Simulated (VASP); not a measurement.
Set up this calculation in VASP 6.6.1, as the native input.

- Task: single point
- Functional: LDA
- Potentials or basis: VASP PAW LDA potentials, release 64 (Ga_d, N)
- Cutoff: 520 eV
- k mesh: 8 × 6 × 6
- Occupations: gaussian, width 0.05 eV
- Spin: no spin polarisation
- Dipole correction: no
- Further INCAR settings: ALGO = Normal; EDIFF = 1e-07; NBANDS = 46

The structure of GaN lies in POSCAR:

```
GaN
1.0
   -3.1515767111      0.0000000000      0.0000000000
    0.0000000000      0.0000000000     -5.1382481593
    0.0000000000     -5.4586909876      0.0000000000
Ga N
4 4
Direct
    0.5000000000     -0.0001862700      0.1666674387
    0.0000000000     -0.0001862700      0.6666674387
    0.0000000000      0.4998137300      0.3333325613
    0.5000000000      0.4998137300      0.8333325613
    0.5000000000      0.6287165923      0.1666714144
    0.0000000000      0.6287165923      0.6666714144
    0.0000000000      0.1287165923      0.3333285856
    0.5000000000      0.1287165923      0.8333285856
```

This cell differs from its parent crystal: mode 11 frozen in at +0.000 Å and mode 13 at -0.023 Å (largest displacements).

One way to write it, as run:

INCAR

```
  PREC = Accurate
  ENCUT = 520
  EDIFF = 1E-7
  ISMEAR = 0
  SIGMA = 0.05
  LREAL = False
  LASPH = True
  NELM = 100
  ALGO = Normal
  ISIF = 2
  LWAVE = False
  LCHARG = False
  GGA = CA
  NBANDS = 46
```

KPOINTS

```
regular mesh
0
Gamma
  8 6 6
```

Potentials or basis: VASP PAW LDA potentials, release 64 (Ga_d, N).

Run with:

```bash
$ cat potpaw_LDA.64/Ga_d/POTCAR potpaw_LDA.64/N/POTCAR > POTCAR
$ mpirun -np 1 vasp_std > vasp.out
```

Results of the run:

```
Pressure               : 1.2 GPa
Largest force          : 0.370 eV/Å
Band gap on the k mesh : 2.11 eV
```

Caveat: the cell differs from its parent crystal (mode 11 frozen in at +0.000 Å and mode 13 at -0.023 Å (largest displacements)).

It took 8 min on 1 thread of Intel Xeon 6975P-C, on a shared host, peak memory 0.33 GiB.
